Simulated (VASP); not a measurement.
Write the native input for VASP 6.6.1 that does the following.

| Item | Value |
| --- | --- |
| Task | relaxation of the atoms |
| Functional | PBE |
| Potentials or basis | VASP PAW PBE potentials, release 64 (Pb_d, Te) |
| Cutoff | 450 eV |
| k mesh | 6 × 6 × 6 |
| Occupations | gaussian, width 0.02 eV |
| Spin | no spin polarisation |
| Dipole correction | no |
| Further INCAR settings | ALGO = Normal; EDIFF = 1e-07; IBRION = 2; EDIFFG = -0.002; NSW = 60 |

The structure of TePb (pbe) lies in POSCAR:

```
TePb
1.0
    0.0000000000      3.2521053182      3.2521053182
    3.2521053182      0.0000000000      3.2521053182
    3.2521053182      3.2521053182      0.0000000000
Pb Te
1 1
Direct
    0.0000000000      0.0000000000      0.0000000000
    0.5000000000      0.5000000000      0.5000000000
```

This cell differs from its parent crystal: strained cell.

These files were run (other wordings do the same):

INCAR

```
PREC = Accurate
ENCUT = 450
EDIFF = 1E-7
ISMEAR = 0
SIGMA = 0.02
LREAL = False
LASPH = True
NELM = 120
ALGO = Normal
ISIF = 2
LWAVE = False
LCHARG = False
GGA = PE
IBRION = 2
NSW = 60
EDIFFG = -0.002
GGA_COMPAT = False
NELMIN = 4
```

KPOINTS

```
regular mesh
0
Gamma
  6 6 6
```

Potentials or basis: VASP PAW PBE potentials, release 64 (Pb_d, Te).

Launch:

```console
$ cat potpaw_PBE.64/Pb_d/POTCAR potpaw_PBE.64/Te/POTCAR > POTCAR
$ mpirun -np 1 vasp_std > vasp.out
```

It gave:

```
Pressure after relaxing : 1.2 GPa
Band gap on the k mesh  : 0.78 eV, direct
```

Caveat: the cell differs from its parent crystal (strained cell); the relaxation stopped at its first step, so nothing moved; spin-orbit coupling is left out, which moves the levels of the heavy elements.

Run time: 12 s on 1 thread of Intel(R) Xeon(R) Platinum 8488C (Sapphire Rapids) (shared host), peak memory 0.18 GiB.
